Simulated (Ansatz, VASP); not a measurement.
Two plane-wave programs on ScAl

```
Sc Al
1.0
     3.43517    0.00000    0.00000
     0.00000    3.43517    0.00000
     0.00000    0.00000    3.43517
Sc Al
1 1
Direct
  0.50000 0.50000 0.50000
  0.00000 0.00000 0.00000
```

Alike in both runs: task single point; functional r2SCAN; k mesh 12 × 12 × 12; occupations gaussian, width 0.1 eV; no spin polarisation.

```csv
,VASP,Ansatz
version,VASP 6.6.1,Ansatz 0.2.0
potentials or method,"VASP PAW PBE potentials, release 64 (Sc_sv, Al), cutoff 520 eV","scalar-relativistic, plane waves, PAW"
valence electrons in the cell,14,14
```

|  | VASP | Ansatz | Ansatz less VASP |
| --- | --- | --- | --- |
| gap on the k mesh at the Fermi level (eV) | none | none | - |
| pressure (GPa) | -4.0 | -4.2 | -0.14 |

VASP's potentials were made for PBE, not for r2SCAN. A gap of «none» marks a metal or a gap that the smearing closes.
